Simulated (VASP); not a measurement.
# Li16Au in VASP: a series of runs

The runs below take Li16Au through single point, with PBEsol.

Everything below comes from runs of VASP 6.6.1. Logs are shortened: lines on timing, memory, paths and dates and some standing lists are left out, and cuts for length are marked.

### Step 1. The cell of the first run

The cell holds a slab with vacuum, 17 atoms: a = 6.980 Å, b = 6.045 Å, c = 19.403 Å, α = 90.00°, β = 90.00°, γ = 54.74°.

### Step 2. Single point, PBEsol

INCAR reads:

```
SYSTEM = Li16Au
PREC = Accurate
ENCUT = 520
EDIFF = 1E-6
ISMEAR = 0
SIGMA = 0.1
LREAL = Auto
LASPH = .TRUE.
NELM = 80
ALGO = Normal
ISIF = 2
LWAVE = .FALSE.
LCHARG = .FALSE.
GGA = PS
NBANDS = 44
```

KPOINTS reads:

```
Automatic mesh
0
G
  3 3 1
  0 0 0
```

POSCAR reads:

```
Li16Au
1.0
    6.9800000000      0.0000000000      0.0000000000
    3.4900000000      4.9356050000      0.0000000000
    0.0000000000      0.0000000000     19.4034080000
Li Au
16 1
Direct
   -0.2500000507      0.5000001013      0.0515373382
    0.2499999493      0.5000001013      0.0515373382
   -0.2500000000      1.0000000000      0.0515373382
    0.2500000000      1.0000000000      0.0515373382
    0.0030219398      0.0000644298      0.1704958737
    0.4969205610      0.0001677606      0.1704618075
    0.0003356024      0.4993227781      0.1721839792
    0.4991673949      0.5017998807      0.1731441714
   -0.2432251830      0.5023185607      0.3018424908
    0.2412450737      0.5023900819      0.3018142998
   -0.2553070332      1.0107705134      0.2891497205
    0.2558181524      0.9888556722      0.2900531185
    0.0101576529      0.0127887057      0.4114775611
    0.4773838970      0.0130599997      0.4115056489
   -0.0251811203      0.5509221261      0.4393414291
    0.5111587980      0.4777013152      0.4344693984
    0.7399946507      1.0205932201      0.4957612085
```

Potentials or basis: VASP PAW PBE potentials, release 64 (Li_sv, Au).

On the command line:

```console
$ cat potpaw_PBE.64/Li_sv/POTCAR potpaw_PBE.64/Au/POTCAR > POTCAR
$ mpirun -np 1 vasp_std > vasp.out
```

OUTCAR:

```text
SYSTEM = Li16Au
   PREC = Accurate
   ENCUT = 520
   EDIFF = 1E-6
   ISMEAR = 0
   LREAL = Auto
   LASPH = .TRUE.
   NELM = 80
   ISIF = 2
   GGA = PS

 ion  position               nearest neighbor table
   1  0.750  0.500  0.052-
   2  0.250  0.500  0.052-
   3  0.750  0.000  0.052-
   4  0.250  0.000  0.052-
   5  0.003  0.000  0.170-
   6  0.497  0.000  0.170-
   7  0.000  0.499  0.172-
   8  0.499  0.502  0.173-
   9  0.757  0.502  0.302-
  10  0.241  0.502  0.302-
  11  0.745  0.011  0.289-
  12  0.256  0.989  0.290-
  13  0.010  0.013  0.411-  17 2.48
  14  0.477  0.013  0.412-  17 2.48
  15  0.975  0.551  0.439-  17 2.56
  16  0.511  0.478  0.434-  17 2.55
  17  0.740  0.021  0.496-  13 2.48  14 2.48  16 2.55  15 2.56

  LATTYP: Found a base centered orthorhombic cell.
 ALAT       =     6.9800000000
 B/A-ratio  =     1.4142134670
 C/A-ratio  =     2.7798578797

  Lattice vectors:

 A1 = (   3.4900000000,  -4.9356050000,   0.0000000000)
 A2 = (   3.4900000000,   4.9356050000,   0.0000000000)
 A3 = (   0.0000000000,   0.0000000000,  19.4034080000)

Analysis of symmetry for initial positions (statically):
=====================================================================
 Subroutine PRICEL returns:
 Original cell was already a primitive cell.

 Routine SETGRP: Setting up the symmetry group for a
 base centered orthorhombic supercell.

 Subroutine GETGRP returns: Found  1 space group operations
 (whereof  1 operations were pure point group operations)
 out of a pool of  8 trial point group operations.

The static configuration has the point symmetry C_1 .

Analysis of symmetry for dynamics (positions and initial velocities):
=====================================================================
 Subroutine PRICEL returns:
 Original cell was already a primitive cell.

 Routine SETGRP: Setting up the symmetry group for a
 base centered orthorhombic supercell.

 Subroutine GETGRP returns: Found  1 space group operations
 (whereof  1 operations were pure point group operations)
 out of a pool of  8 trial point group operations.

The dynamic configuration has the point symmetry C_1 .

 Subroutine INISYM returns: Found  1 space group operations
 (whereof  1 operations are pure point group operations),
 and found     1 'primitive' translations

----------------------------------------------------------------------------------------

                                     Primitive cell

  volume of cell :     668.4576

  direct lattice vectors                    reciprocal lattice vectors
     6.980000000  0.000000000  0.000000000     0.143266476 -0.101304703  0.000000000
     3.490000000  4.935605000  0.000000000     0.000000000  0.202609407  0.000000000
     0.000000000  0.000000000 19.403408000     0.000000000  0.000000000  0.051537338

  length of vectors
     6.980000000  6.044857047 19.403408000     0.175464885  0.202609407  0.051537338

  position of ions in fractional coordinates (direct lattice)
     0.749999949  0.500000101  0.051537338
     0.249999949  0.500000101  0.051537338
     0.750000000  0.000000000  0.051537338
     0.250000000  0.000000000  0.051537338
     0.003021940  0.000064430  0.170495874
     0.496920561  0.000167761  0.170461807
[... 9 lines left out ...]
     0.511158798  0.477701315  0.434469398
     0.739994651  0.020593220  0.495761208

  ion indices of the primitive-cell ions
   primitive index   ion index
                 1           1
                 2           2
                 3           3
                 4           4
                 5           5
                 6           6
[... 9 lines left out ...]
                16          16
                17          17

----------------------------------------------------------------------------------------

 KPOINTS: Automatic mesh

Automatic generation of k-mesh.
 Grid dimensions read from file:
 generate k-points for:    3    3    1

 Generating k-lattice:

  Cartesian coordinates                     Fractional coordinates (reciprocal lattice)
     0.047755492 -0.033768234  0.000000000     0.333333333  0.000000000  0.000000000
     0.000000000  0.067536469  0.000000000     0.000000000  0.333333333  0.000000000
     0.000000000  0.000000000  0.051537338     0.000000000  0.000000000  1.000000000

  Length of vectors
     0.058488295  0.067536469  0.051537338

  Shift w.r.t. Gamma in fractional coordinates (k-lattice)
     0.000000000  0.000000000  0.000000000

 Subroutine IBZKPT returns following result:
 ===========================================

 Found      5 irreducible k-points:

 Following reciprocal coordinates:
            Coordinates               Weight
  0.000000  0.000000  0.000000      1.000000
  0.333333 -0.000000  0.000000      2.000000
  0.333333  0.333333  0.000000      2.000000
  0.000000  0.333333  0.000000      2.000000
 -0.333333  0.333333  0.000000      2.000000
   k-points           NKPTS =      5   k-points in BZ     NKDIM =      5   number of bands    NBANDS=     44
   number of dos      NEDOS =    301   number of ions     NIONS =     17
   total plane-waves  NPLWV = 373248
   dimension x,y,z NGX =    54 NGY =   48 NGZ =  144
   dimension x,y,z NGXF=   108 NGYF=   96 NGZF=  288
   ions per type =              16   1
   NGX,Y,Z   is equivalent  to a cutoff of  12.86, 13.20, 12.34 a.u.
   NGXF,Y,Z  is equivalent  to a cutoff of  25.72, 26.40, 24.68 a.u.
 SYSTEM =  Li16Au
   PREC   = accura    normal or accurate (medium, high low for compatibility)
   ISTART =      0    job   : 0-new  1-cont  2-samecut
   ICHARG =      2    charge: 1-file 2-atom 10-const
   ISPIN  =      1    spin polarized calculation?
   LNONCOLLINEAR =      F non collinear calculations
   LSORBIT =      F    spin-orbit coupling
   LASPH  =      T    aspherical Exc in radial PAW
   ENCUT  =  520.0 eV  38.22 Ry    6.18 a.u.  12.98 11.24 36.08*2*pi/ulx,y,z
   NELM   =     80;   NELMIN=  2; NELMDL= -5     # of ELM steps
   EDIFF  = 0.1E-05   stopping-criterion for ELM
   LREAL  =      T    real-space projection
   EDIFFG = 0.1E-04   stopping-criterion for IOM
   NSW    =      0    number of steps for IOM
   IBRION =     -1    ionic relax: 0-MD 1-quasi-New 2-CG
   NFREE  =      0    steps in history (QN), initial steepest desc. (CG)
   ISIF   =      2    stress and relaxation
   ISYM   =      2    0-nonsym 1-usesym 2-fastsym
   POTIM  = 0.5000    time-step for ionic-motion
   TEBEG  =    0.0;   TEEND  =   0.0 temperature during run
   PSTRESS=    0.0 pullay stress
   NELECT =      59.0000    total number of electrons
   NUPDOWN=      -1.0000    fix difference up-down
   EMIN   =  10.00;   EMAX   =-10.00  energy-range for DOS
   EFERMI =   0.00;   METHOD = LEGACY
   ISMEAR =     0;   SIGMA  =   0.10  broadening in eV -4-tet -1-fermi 0-gaus
   EFERMI_NEDOS =   21; number of points for ismear=-14 and -15
   IALGO  =     38    algorithm
   IMIX   =      4    mixing-type and parameters
     AMIX     =   0.40;   BMIX     =  1.00
     AMIX_MAG =   1.60;   BMIX_MAG =  1.00
  volume/ion in A,a.u.               =      39.32       265.35
  Fermi-wavevector in a.u.,A,eV,Ry     =   0.728899  1.377420  7.228697  0.531294
  Thomas-Fermi vector in A             =   1.820487
   LORBIT       =      0    0 simple, 1 ext, 2 COOP (PROOUT), +10 PAW based schemes
   GGA     = PS    functional components
   LHFCALC =     F    Hartree Fock is set to
   AEXX    =    0.0000 exact exchange contribution
   IVDW    =     0    specifies the selected vdW correction
   LEPSILON=     F    determine dielectric tensor
   LRPA    =     F    only Hartree local field effects (RPA)
 non-spin polarized calculation
 Gauss-broadening in eV      SIGMA  =   0.10
  energy-cutoff  :      520.00
  volume of cell :      668.46
 maximum number of plane-waves:     18023
 NGX is ok and might be reduce to    54
   NGX = 25   NGY = 23   NGZ = 73

 number of electron      58.9999994 magnetization

 Free energy of the ion-electron system (eV)
  ---------------------------------------------------
  ext. energy  EPLUGINS =         0.00000000
  ---------------------------------------------------
  free energy    TOTEN  =       -33.39196383 eV

  energy without entropy =      -33.33768996  energy(sigma->0) =      -33.36482689

 E-fermi :  -1.0726     XC(G=0):  -4.5717

 val. band max:       -1.0998017400   @ k =   0.0000   0.0000   0.0000
 cond. band min:      -1.0654238007   @ k =   0.0000   0.0000   0.0000
 fundamental gap:      0.0343779393
 Fermi energy:        -1.0726389705

 k-point     1 :       0.0000    0.0000    0.0000
  band No.  band energies     occupation
      1     -47.4851      2.00000
      2     -47.4718      2.00000
      3     -47.4606      2.00000
      4     -47.4588      2.00000
      5     -47.3923      2.00000
      6     -47.3254      2.00000
[... 33 lines left out ...]
     40       1.7967      0.00000
     41       1.9210      0.00000

 k-point     2 :       0.3333   -0.0000    0.0000
  band No.  band energies     occupation
      1     -47.4845      2.00000
      2     -47.4714      2.00000
      3     -47.4608      2.00000
      4     -47.4596      2.00000
      5     -47.3922      2.00000
      6     -47.3253      2.00000
[... 33 lines left out ...]
     40       1.7538      0.00000
     41       1.9073      0.00000

 k-point     3 :       0.3333    0.3333    0.0000
  band No.  band energies     occupation
      1     -47.4845      2.00000
      2     -47.4714      2.00000
      3     -47.4608      2.00000
      4     -47.4596      2.00000
      5     -47.3922      2.00000
      6     -47.3253      2.00000
[... 33 lines left out ...]
     40       1.7542      0.00000
     41       1.9072      0.00000

 k-point     4 :       0.0000    0.3333    0.0000
  band No.  band energies     occupation
      1     -47.4841      2.00000
      2     -47.4706      2.00000
      3     -47.4610      2.00000
      4     -47.4606      2.00000
      5     -47.3922      2.00000
      6     -47.3253      2.00000
[... 33 lines left out ...]
     40       1.6758      0.00000
     41       1.8386      0.00000

 k-point     5 :      -0.3333    0.3333    0.0000
  band No.  band energies     occupation
      1     -47.4840      2.00000
      2     -47.4706      2.00000
      3     -47.4616      2.00000
      4     -47.4600      2.00000
      5     -47.3922      2.00000
      6     -47.3253      2.00000
[... 33 lines left out ...]
     40       1.2168      0.00000
     41       1.4961      0.00000
 [bands above 41 left out]

------------------------ aborting loop because EDIFF is reached ----------------------------------------

  FORCE on cell =-STRESS in cart. coord.  units (eV):
  Direction    XX          YY          ZZ          XY          YZ          ZX
  --------------------------------------------------------------------------------------
  -------------------------------------------------------------------------------------
  Total       -0.7279120     -1.9433275     -0.1846783      0.0034970     -0.0065400     -0.0043625
  in kB       -1.7446795     -4.6578205     -0.4426419      0.0083817     -0.0156752     -0.0104562
  external PRESSURE =      -2.2817139 kB  Pullay stress =       0.0000000 kB

 VOLUME and BASIS-vectors are now :
 -----------------------------------------------------------------------------
  energy-cutoff  :      520.00
  volume of cell :      668.46
      direct lattice vectors                 reciprocal lattice vectors
     6.980000000  0.000000000  0.000000000     0.143266476 -0.101304703  0.000000000
     3.490000000  4.935605000  0.000000000     0.000000000  0.202609407  0.000000000
     0.000000000  0.000000000 19.403408000     0.000000000  0.000000000  0.051537338

 POSITION                                       TOTAL-FORCE (eV/Angst)
 -----------------------------------------------------------------------------------
      6.98000      2.46780      1.00000        -0.003823      0.002043      0.011670
      3.49000      2.46780      1.00000         0.004399      0.002046      0.011937
      5.23500      0.00000      1.00000         0.000412     -0.002170     -0.002536
      1.74500      0.00000      1.00000         0.000132     -0.000692     -0.035929
      0.02132      0.00032      3.30820        -0.003004      0.002424     -0.000275
      3.46909      0.00083      3.30754         0.003628     -0.000761     -0.000424
[... 9 lines left out ...]
      5.23507      2.35774      8.43019         0.003298      0.006573      0.005002
      5.23703      0.10164      9.61946        -0.001305     -0.003260      0.013378
 -----------------------------------------------------------------------------------
    total drift:                               -0.003221     -0.004940     -0.007648

  FREE ENERGIE OF THE ION-ELECTRON SYSTEM (eV)
  ---------------------------------------------------
  free  energy   TOTEN  =       -33.3919638267 eV

  energy  without entropy=      -33.3376899564  energy(sigma->0) =      -33.36482689
```

Wall time 4.8 min (1 thread of Intel Xeon Platinum 8488C (Sapphire Rapids), shared host); peak memory 0.71 GiB.

Results:

```
Free energy   : -33.3920 eV
Largest force : 0.036 eV/Å
```

Forces in eV/Å, atoms in the order of the input:
```
Li  -0.004  0.002  0.012
Li   0.004  0.002  0.012
Li   0.000 -0.002 -0.003
Li   0.000 -0.001 -0.036
Li  -0.003  0.002  0.000
Li   0.004 -0.001  0.000
Li   0.000  0.004  0.004
Li  -0.001 -0.004 -0.001
Li   0.004 -0.001 -0.003
Li  -0.004  0.002 -0.004
Li  -0.001  0.000 -0.002
Li  -0.002 -0.004 -0.008
Li   0.000  0.002  0.002
Li   0.001 -0.001  0.004
Li  -0.001 -0.005  0.004
Li   0.003  0.007  0.005
Au  -0.001 -0.003  0.013
```

Levels at points of the mesh, in eV from the Fermi level:
| k point | band 27 | band 28 | band 29 | band 30 | band 31 | band 32 |
| --- | --- | --- | --- | --- | --- | --- |
| (0.00, 0.00, 0.00) | 0.01 | 0.05 | 0.06 | 0.10 | 0.24 | 0.28 |

Caveat: the k points lie up to 0.42 Å⁻¹ apart; the cutoff is under 1.25 times the usual one of these potentials, so pressure, stress and relaxed cells hold a basis-set (Pulay) error; the PAW data sets were made with another functional, which shifts forces and pressure a little; spin-orbit coupling is left out, which moves the levels of the heavy elements.

### Step 3. Single point, PBEsol

INCAR reads:

```
ALGO = Normal
EDIFF = 1E-7
ENCUT = 520
GGA = PS
ISIF = 2
ISMEAR = 0
LASPH = True
LCHARG = False
LREAL = Auto
LWAVE = False
NBANDS = 44
NELM = 80
PREC = Accurate
SIGMA = 0.1
```

KPOINTS reads:

```
k-points
0
Gamma
  3 3 1
```

POSCAR reads:

```
Li16Au
1.0
    6.9800000000      0.0000000000      0.0000000000
    3.4900000000      4.9356050000      0.0000000000
    0.0000000000      0.0000000000     19.4034080000
Li Au
16 1
Direct
   -0.2500000507      0.5000001013      0.0515373382
    0.2499999493      0.5000001013      0.0515373382
   -0.2500000000      1.0000000000      0.0515373382
    0.2500000000      1.0000000000      0.0515373382
    0.0030132627      0.0000121566      0.1705087065
    0.4969779744      0.0000638220      0.1704916992
    0.0001860317      0.4996250713      0.1719746346
    0.4990430596      0.5019812161      0.1733443939
   -0.2403226398      0.5040533025      0.3017466313
    0.2364386137      0.5040889617      0.3017325616
   -0.2581711279      1.0164204794      0.2890540672
    0.2581447775      0.9839565768      0.2899877176
    0.0068827037      0.0193242774      0.4114705004
    0.4739580960      0.0194600257      0.4114845186
   -0.0289039351      0.5580878129      0.4403507363
    0.5077020111      0.4846054334      0.4332169380
    0.7348838445      1.0305237149      0.4956953954
```

Potentials or basis: VASP PAW PBE potentials, release 64 (Li_sv, Au).

On the command line:

```console
$ cat potpaw_PBE.64/Li_sv/POTCAR potpaw_PBE.64/Au/POTCAR > POTCAR
$ mpirun -np 1 vasp_std > vasp.out
```

Run time: 5.8 min. Hardware: 1 thread of Intel Xeon Platinum 8488C (Sapphire Rapids), shared host; peak memory 0.72 GiB.

It converged, with:

* Free energy: -33.3923 eV
* Largest force: 0.035 eV/Å

Forces in eV/Å, atoms in the order of the input:
```
Li  -0.006  0.003  0.011
Li   0.006  0.002  0.011
Li   0.000 -0.004 -0.002
Li   0.000 -0.001 -0.035
Li  -0.003  0.002 -0.002
Li   0.003 -0.001 -0.002
Li   0.000  0.003  0.001
Li  -0.001 -0.003 -0.001
Li   0.005  0.000 -0.001
Li  -0.003 -0.002 -0.002
Li  -0.002  0.003  0.003
Li   0.002 -0.001 -0.003
Li   0.000 -0.001  0.002
Li  -0.001 -0.001  0.001
Li  -0.001 -0.003  0.005
Li   0.001  0.008  0.003
Au   0.000 -0.004  0.010
```

Levels at points of the mesh, in eV from the Fermi level:
```csv
k point,band 27,band 28,band 29,band 30,band 31,band 32
"(0.00, 0.00, 0.00)",0.01,0.05,0.06,0.10,0.24,0.28
```

Caveat: the k points lie up to 0.42 Å⁻¹ apart; the cutoff is under 1.25 times the usual one of these potentials, so pressure, stress and relaxed cells hold a basis-set (Pulay) error; the PAW data sets were made with another functional, which shifts forces and pressure a little; spin-orbit coupling is left out, which moves the levels of the heavy elements.

(Continued in part 2 of 2.)
